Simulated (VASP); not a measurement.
# AlN (P6_3mc) in VASP: a series of runs, part 2 of 2

VASP 6.6.1. Earlier steps stand in the parts before.

### 4 Single point, PBE

INCAR reads:

```
SYSTEM = AlN
PREC = Accurate
ENCUT = 520
EDIFF = 1E-7
ISMEAR = 0
SIGMA = 0.05
LREAL = .False.
LASPH = .True.
NELM = 60
ALGO = Normal
ISIF = 2
LWAVE = .False.
LCHARG = .True.
GGA = PE
LELF = .True.
LVHAR = .True.
NBANDS = 16
```

KPOINTS reads:

```
regular mesh
0
Gamma
  9 9 6
  0 0 0
```

POSCAR reads:

```
AlN
1.0
    3.2306423571      0.0000000000      0.0000000000
   -1.6153211785      2.7978183518      0.0000000000
    0.0000000000      0.0000000000      4.0829004857
Al N
2 2
Direct
    0.3333333333      0.6666666667      0.7805460420
    0.6666666667      0.3333333333      0.2805460420
    0.3333333333      0.6666666667      0.1911594770
    0.6666666667      0.3333333333      0.6911594770
```

Potentials or basis: VASP PAW PBE potentials, release 64 (Al, N).

Launch:

```
$ cat potpaw_PBE.64/Al/POTCAR potpaw_PBE.64/N/POTCAR > POTCAR
$ mpirun -np 1 vasp_std > vasp.out
```

OUTCAR:

```text
SYSTEM = AlN
   PREC = Accurate
   ENCUT = 520
   EDIFF = 1E-7
   ISMEAR = 0
   LREAL = .False.
   LASPH = .True.
   NELM = 60
   ISIF = 2
   GGA = PE

 ion  position               nearest neighbor table
   1  0.333  0.667  0.781-   3 1.68   4 1.90   4 1.90   4 1.90   3 2.41   2 2.77   2 2.77   2 2.77
                             2 2.77   2 2.77   2 2.77
   2  0.667  0.333  0.281-   4 1.68   3 1.90   3 1.90   3 1.90   4 2.41   1 2.77   1 2.77   1 2.77
                             1 2.77   1 2.77   1 2.77
   3  0.333  0.667  0.191-   1 1.68   2 1.90   2 1.90   2 1.90   1 2.41
   4  0.667  0.333  0.691-   2 1.68   1 1.90   1 1.90   1 1.90   2 2.41

  LATTYP: Found a hexagonal cell.
 ALAT       =     3.2306423571
 C/A-ratio  =     1.2638045424

  Lattice vectors:

 A1 = (   3.2306423571,   0.0000000000,   0.0000000000)
 A2 = (  -1.6153211785,   2.7978183518,   0.0000000000)
 A3 = (   0.0000000000,   0.0000000000,   4.0829004857)

Analysis of symmetry for initial positions (statically):
=====================================================================
 Subroutine PRICEL returns:
 Original cell was already a primitive cell.

 Routine SETGRP: Setting up the symmetry group for a
 hexagonal supercell.

 Subroutine GETGRP returns: Found 12 space group operations
 (whereof  6 operations were pure point group operations)
 out of a pool of 24 trial point group operations.

The static configuration has the point symmetry C_3v.
 The point group associated with its full space group is C_6v.

Analysis of symmetry for dynamics (positions and initial velocities):
=====================================================================
 Subroutine PRICEL returns:
 Original cell was already a primitive cell.

 Routine SETGRP: Setting up the symmetry group for a
 hexagonal supercell.

 Subroutine GETGRP returns: Found 12 space group operations
 (whereof  6 operations were pure point group operations)
 out of a pool of 24 trial point group operations.

The dynamic configuration has the point symmetry C_3v.
 The point group associated with its full space group is C_6v.

 Subroutine INISYM returns: Found 12 space group operations
 (whereof  6 operations are pure point group operations),
 and found     1 'primitive' translations

----------------------------------------------------------------------------------------

                                     Primitive cell

  volume of cell :      36.9043

  direct lattice vectors                    reciprocal lattice vectors
     3.230642357  0.000000000  0.000000000     0.309535965  0.178710673  0.000000000
    -1.615321178  2.797818352  0.000000000     0.000000000  0.357421346  0.000000000
     0.000000000  0.000000000  4.082900486     0.000000000  0.000000000  0.244923922

  length of vectors
     3.230642357  3.230642357  4.082900486     0.357421346  0.357421346  0.244923922

  position of ions in fractional coordinates (direct lattice)
     0.333333333  0.666666667  0.780546042
     0.666666667  0.333333333  0.280546042
     0.333333333  0.666666667  0.191159477
     0.666666667  0.333333333  0.691159477

  ion indices of the primitive-cell ions
   primitive index   ion index
                 1           1
                 2           2
                 3           3
                 4           4

----------------------------------------------------------------------------------------

 KPOINTS: regular mesh

Automatic generation of k-mesh.
 Grid dimensions read from file:
 generate k-points for:    9    9    6

 Generating k-lattice:

  Cartesian coordinates                     Fractional coordinates (reciprocal lattice)
     0.034392885  0.019856741  0.000000000     0.111111111  0.000000000  0.000000000
     0.000000000  0.039713483  0.000000000     0.000000000  0.111111111  0.000000000
     0.000000000  0.000000000  0.040820654     0.000000000  0.000000000  0.166666667

  Length of vectors
     0.039713483  0.039713483  0.040820654

  Shift w.r.t. Gamma in fractional coordinates (k-lattice)
     0.000000000  0.000000000  0.000000000

 Subroutine IBZKPT returns following result:
 ===========================================

 Found     48 irreducible k-points:

 Following reciprocal coordinates:
            Coordinates               Weight
  0.000000  0.000000  0.000000      1.000000
  0.111111  0.000000  0.000000      6.000000
  0.222222 -0.000000  0.000000      6.000000
  0.333333  0.000000  0.000000      6.000000
  0.444444 -0.000000  0.000000      6.000000
  0.111111  0.111111  0.000000      6.000000
[... 16 lines left out ...]
  0.333333  0.222222  0.166667     24.000000
  0.333333  0.333333  0.166667      4.000000
 [... further k-points ...]
   k-points           NKPTS =     48   k-points in BZ     NKDIM =     48   number of bands    NBANDS=     16
   number of dos      NEDOS =    301   number of ions     NIONS =      4
   total plane-waves  NPLWV =  17280
   dimension x,y,z NGX =    24 NGY =   24 NGZ =   30
   dimension x,y,z NGXF=    48 NGYF=   48 NGZF=   60
   ions per type =               2   2
   NGX,Y,Z   is equivalent  to a cutoff of  12.35, 12.35, 12.22 a.u.
   NGXF,Y,Z  is equivalent  to a cutoff of  24.70, 24.70, 24.43 a.u.
 SYSTEM =  AlN
   PREC   = accura    normal or accurate (medium, high low for compatibility)
   ISTART =      0    job   : 0-new  1-cont  2-samecut
   ICHARG =      2    charge: 1-file 2-atom 10-const
   ISPIN  =      1    spin polarized calculation?
   LNONCOLLINEAR =      F non collinear calculations
   LSORBIT =      F    spin-orbit coupling
   LASPH  =      T    aspherical Exc in radial PAW
   ENCUT  =  520.0 eV  38.22 Ry    6.18 a.u.   6.01  6.01  7.59*2*pi/ulx,y,z
   NELM   =     60;   NELMIN=  2; NELMDL= -5     # of ELM steps
   EDIFF  = 0.1E-06   stopping-criterion for ELM
   LREAL  =      F    real-space projection
   EDIFFG = 0.1E-05   stopping-criterion for IOM
   NSW    =      0    number of steps for IOM
   IBRION =     -1    ionic relax: 0-MD 1-quasi-New 2-CG
   NFREE  =      0    steps in history (QN), initial steepest desc. (CG)
   ISIF   =      2    stress and relaxation
   ISYM   =      2    0-nonsym 1-usesym 2-fastsym
   POTIM  = 0.5000    time-step for ionic-motion
   TEBEG  =    0.0;   TEEND  =   0.0 temperature during run
   PSTRESS=    0.0 pullay stress
   NELECT =      16.0000    total number of electrons
   NUPDOWN=      -1.0000    fix difference up-down
   EMIN   =  10.00;   EMAX   =-10.00  energy-range for DOS
   EFERMI =   0.00;   METHOD = LEGACY
   ISMEAR =     0;   SIGMA  =   0.05  broadening in eV -4-tet -1-fermi 0-gaus
   EFERMI_NEDOS =   21; number of points for ismear=-14 and -15
   IALGO  =     38    algorithm
   IMIX   =      4    mixing-type and parameters
     AMIX     =   0.40;   BMIX     =  1.00
     AMIX_MAG =   1.60;   BMIX_MAG =  1.00
  volume/ion in A,a.u.               =       9.23        62.26
  Fermi-wavevector in a.u.,A,eV,Ry     =   1.239051  2.341466 20.888300  1.535247
  Thomas-Fermi vector in A             =   2.373550
   LORBIT       =      0    0 simple, 1 ext, 2 COOP (PROOUT), +10 PAW based schemes
   GGA     = PE    functional components
   LHFCALC =     F    Hartree Fock is set to
   AEXX    =    0.0000 exact exchange contribution
   IVDW    =     0    specifies the selected vdW correction
   LEPSILON=     F    determine dielectric tensor
   LRPA    =     F    only Hartree local field effects (RPA)
 non-spin polarized calculation
 Gauss-broadening in eV      SIGMA  =   0.05
  energy-cutoff  :      520.00
  volume of cell :       36.90
 maximum number of plane-waves:      1008
   NGX = 13   NGY = 13   NGZ = 15

 number of electron      16.0000002 magnetization

 Free energy of the ion-electron system (eV)
  ---------------------------------------------------
  ext. energy  EPLUGINS =         0.00000000
  ---------------------------------------------------
  free energy    TOTEN  =       -28.16048232 eV

  energy without entropy =      -28.16048232  energy(sigma->0) =      -28.16048232

 E-fermi :   8.3852     XC(G=0): -11.4506

 val. band max:        8.1328100764   @ k =   0.0000   0.0000   0.0000
 cond. band min:      12.4811923891   @ k =   0.0000   0.0000   0.0000
 fundamental gap:      4.3483823127
 Fermi energy:         8.3852320557

 k-point     1 :       0.0000    0.0000    0.0000
  band No.  band energies     occupation
      1      -8.6299      2.00000
      2      -4.8267      2.00000
      3       1.6698      2.00000
      4       5.3705      2.00000
      5       5.3705      2.00000
      6       7.0186      2.00000
[... 433 lines left out ...]
      3       1.8355      2.00000
      4       2.9027      2.00000
      5       2.9027      2.00000
      6       5.5007      2.00000
[... 8 lines left out ...]
     15      20.8518      0.00000
     16      22.7894      0.00000

 [... further k-points ...]
[... 5 lines left out ...]
  --------------------------------------------------------------------------------------
  -------------------------------------------------------------------------------------
  Total        2.0462111      2.0462111     20.7520869      0.0000000      0.0000000      0.0000000
  in kB       88.8349441     88.8349441    900.9385462      0.0000000      0.0000000      0.0000000
  external PRESSURE =     359.5361448 kB  Pullay stress =       0.0000000 kB

 VOLUME and BASIS-vectors are now :
 -----------------------------------------------------------------------------
  energy-cutoff  :      520.00
  volume of cell :       36.90
      direct lattice vectors                 reciprocal lattice vectors
     3.230642357  0.000000000  0.000000000     0.309535965  0.178710673  0.000000000
    -1.615321178  2.797818352  0.000000000     0.000000000  0.357421346  0.000000000
     0.000000000  0.000000000  4.082900486     0.000000000  0.000000000  0.244923922

 POSITION                                       TOTAL-FORCE (eV/Angst)
 -----------------------------------------------------------------------------------
     -0.00000      1.86521      3.18689         0.000000      0.000000     -4.441317
      1.61532      0.93261      1.14544        -0.000000      0.000000     -4.441317
     -0.00000      1.86521      0.78049         0.000000      0.000000      4.441317
      1.61532      0.93261      2.82194         0.000000     -0.000000      4.441317
 -----------------------------------------------------------------------------------
    total drift:                               -0.000000     -0.000000     -0.000013

  FREE ENERGIE OF THE ION-ELECTRON SYSTEM (eV)
  ---------------------------------------------------
  free  energy   TOTEN  =       -28.1604823164 eV

  energy  without entropy=      -28.1604823164  energy(sigma->0) =      -28.16048232
```

stdout:

```text
POSCAR found type information on POSCAR AlN
 POSCAR found :  2 types and       4 ions
 scaLAPACK will be used
 LDA part: xc-table for (Slater+PW92), standard interpolation
 POSCAR, INCAR and KPOINTS ok, starting setup
 FFT: planning ... GRIDC
 FFT: planning ... GRID_SOFT
 FFT: planning ... GRID
 WAVECAR not read
 entering main loop
```

Run time: 9.4 s. Hardware: 1 thread of Intel Xeon 6975P-C (Granite Rapids), shared host; peak memory 0.15 GiB.

Results:

| Item | Value |
| --- | --- |
| Free energy | -28.1605 eV |
| Pressure | 36.0 GPa |
| Largest force | 4.441 eV/Å |
| Band gap on the k mesh | 4.35 eV, direct |

Forces in eV/Å, atoms in the order of the input:
```
Al   0.000  0.000 -4.441
Al   0.000  0.000 -4.441
N    0.000  0.000  4.441
N    0.000  0.000  4.441
```

Stress tensor (GPa, compression positive):
```
 8.88  0.00  0.00
 0.00  8.88  0.00
 0.00  0.00 90.09
```

Caveat: forces of over 1 eV/Å act on the atoms, so gaps and moduli don't describe the material at rest.

### 5 Single point, PBE

This run uses another cell than the first one, of 9.46 Å³/atom, 1.026 times its volume.

INCAR reads:

```
  ALGO = Normal
  EDIFF = 1E-6
  ENCUT = 520
  GGA = PE
  ISIF = 2
  ISMEAR = 0
  LASPH = True
  LCHARG = False
  LREAL = False
  LWAVE = False
  NBANDS = 16
  NELM = 60
  PREC = Accurate
  SIGMA = 0.05
```

KPOINTS reads:

```
k-points
0
Gamma
  9 9 6
```

POSCAR reads:

```
AlN
1.0
    3.2581442357      0.0000000000      0.0000000000
   -1.6290721178      2.8216356773      0.0000000000
    0.0000000000      0.0000000000      4.1176574847
Al N
2 2
Direct
    0.3333333333      0.6666666667      0.7729095315
    0.6666666667      0.3333333333      0.2729095315
    0.3333333333      0.6666666667      0.2058696077
    0.6666666667      0.3333333333      0.7058696077
```

Potentials or basis: VASP PAW PBE potentials, release 64 (Al, N).

Launch:

```
$ cat potpaw_PBE.64/Al/POTCAR potpaw_PBE.64/N/POTCAR > POTCAR
$ mpirun -np 1 vasp_std > vasp.out
```

OUTCAR:

```text
EDIFF = 1E-6
   ENCUT = 520
   GGA = PE
   ISIF = 2
   ISMEAR = 0
   LASPH = True
   LREAL = False
   NELM = 60
   PREC = Accurate

 ion  position               nearest neighbor table
   1  0.333  0.667  0.773-   3 1.78   4 1.90   4 1.90   4 1.90   3 2.33   2 2.79   2 2.79   2 2.79
                             2 2.79   2 2.79   2 2.79
   2  0.667  0.333  0.273-   4 1.78   3 1.90   3 1.90   3 1.90   4 2.33   1 2.79   1 2.79   1 2.79
                             1 2.79   1 2.79   1 2.79
   3  0.333  0.667  0.206-   1 1.78   2 1.90   2 1.90   2 1.90   1 2.33
   4  0.667  0.333  0.706-   2 1.78   1 1.90   1 1.90   1 1.90   2 2.33

  LATTYP: Found a hexagonal cell.
 ALAT       =     3.2581442357
 C/A-ratio  =     1.2638045423

  Lattice vectors:

 A1 = (   3.2581442357,   0.0000000000,   0.0000000000)
 A2 = (  -1.6290721178,   2.8216356773,   0.0000000000)
 A3 = (   0.0000000000,   0.0000000000,   4.1176574847)

Analysis of symmetry for initial positions (statically):
=====================================================================
 Subroutine PRICEL returns:
 Original cell was already a primitive cell.

 Routine SETGRP: Setting up the symmetry group for a
 hexagonal supercell.

 Subroutine GETGRP returns: Found 12 space group operations
 (whereof  6 operations were pure point group operations)
 out of a pool of 24 trial point group operations.

The static configuration has the point symmetry C_3v.
 The point group associated with its full space group is C_6v.

Analysis of symmetry for dynamics (positions and initial velocities):
=====================================================================
 Subroutine PRICEL returns:
 Original cell was already a primitive cell.

 Routine SETGRP: Setting up the symmetry group for a
 hexagonal supercell.

 Subroutine GETGRP returns: Found 12 space group operations
 (whereof  6 operations were pure point group operations)
[... 122 lines left out ...]
   ISMEAR =     0;   SIGMA  =   0.05  broadening in eV -4-tet -1-fermi 0-gaus
   EFERMI_NEDOS =   21; number of points for ismear=-14 and -15
   IALGO  =     38    algorithm
   IMIX   =      4    mixing-type and parameters
     AMIX     =   0.40;   BMIX     =  1.00
     AMIX_MAG =   1.60;   BMIX_MAG =  1.00
  volume/ion in A,a.u.               =       9.46        63.86
  Fermi-wavevector in a.u.,A,eV,Ry     =   1.228592  2.321702 20.537154  1.509438
  Thomas-Fermi vector in A             =   2.363512
   LORBIT       =      0    0 simple, 1 ext, 2 COOP (PROOUT), +10 PAW based schemes
   GGA     = PE    functional components
   LHFCALC =     F    Hartree Fock is set to
   AEXX    =    0.0000 exact exchange contribution
   IVDW    =     0    specifies the selected vdW correction
   LEPSILON=     F    determine dielectric tensor
   LRPA    =     F    only Hartree local field effects (RPA)
 non-spin polarized calculation
 Gauss-broadening in eV      SIGMA  =   0.05
  energy-cutoff  :      520.00
  volume of cell :       37.85
 maximum number of plane-waves:      1038
   NGX = 13   NGY = 13   NGZ = 15

 number of electron      16.0000002 magnetization

 Free energy of the ion-electron system (eV)
  ---------------------------------------------------
  ext. energy  EPLUGINS =         0.00000000
  ---------------------------------------------------
  free energy    TOTEN  =       -28.88733803 eV

  energy without entropy =      -28.88733803  energy(sigma->0) =      -28.88733803

 E-fermi :   8.3913     XC(G=0): -11.3561

 val. band max:        8.1040498168   @ k =   0.0000   0.0000   0.0000
 cond. band min:      12.0662869050   @ k =   0.0000   0.0000   0.0000
 fundamental gap:      3.9622370882
 Fermi energy:         8.3913415540

 k-point     1 :       0.0000    0.0000    0.0000
  band No.  band energies     occupation
      1      -8.6993      2.00000
      2      -4.9386      2.00000
      3       1.4352      2.00000
      4       5.1330      2.00000
      5       5.1330      2.00000
      6       6.8000      2.00000
[... 433 lines left out ...]
      3       1.7027      2.00000
      4       2.7377      2.00000
      5       2.7377      2.00000
      6       5.3247      2.00000
[... 8 lines left out ...]
     15      20.2414      0.00000
     16      22.2141      0.00000

 [... further k-points ...]
[... 5 lines left out ...]
  --------------------------------------------------------------------------------------
  -------------------------------------------------------------------------------------
  Total        1.5518139      1.5518139     11.0079082      0.0000000      0.0000000      0.0000000
  in kB       65.6793367     65.6793367    465.9012946      0.0000000      0.0000000      0.0000000
  external PRESSURE =     199.0866560 kB  Pullay stress =       0.0000000 kB

 VOLUME and BASIS-vectors are now :
 -----------------------------------------------------------------------------
  energy-cutoff  :      520.00
  volume of cell :       37.85
      direct lattice vectors                 reciprocal lattice vectors
     3.258144236  0.000000000  0.000000000     0.306923183  0.177202182  0.000000000
    -1.629072118  2.821635677  0.000000000     0.000000000  0.354404365  0.000000000
     0.000000000  0.000000000  4.117657485     0.000000000  0.000000000  0.242856528

 POSITION                                       TOTAL-FORCE (eV/Angst)
 -----------------------------------------------------------------------------------
     -0.00000      1.88109      3.18258        -0.000000      0.000000     -1.965903
      1.62907      0.94055      1.12375         0.000000     -0.000000     -1.965903
     -0.00000      1.88109      0.84770         0.000000      0.000000      1.965903
      1.62907      0.94055      2.90653        -0.000000      0.000000      1.965903
 -----------------------------------------------------------------------------------
    total drift:                               -0.000000      0.000000      0.000689

  FREE ENERGIE OF THE ION-ELECTRON SYSTEM (eV)
  ---------------------------------------------------
  free  energy   TOTEN  =       -28.8873380316 eV

  energy  without entropy=      -28.8873380316  energy(sigma->0) =      -28.88733803
```

Wall time 8.1 s (1 thread of Intel Xeon 6975P-C (Granite Rapids), shared host); peak memory 0.15 GiB.

Results:

```
Free energy            : -28.8873 eV
Pressure               : 19.9 GPa
Largest force          : 1.966 eV/Å
Band gap on the k mesh : 3.96 eV, direct
```

Forces on the atoms (eV/Å):
```
Al   0.000  0.000 -1.966
Al   0.000  0.000 -1.966
N    0.000  0.000  1.966
N    0.000  0.000  1.966
```

Caveat: forces of over 1 eV/Å act on the atoms, so gaps and moduli don't describe the material at rest.
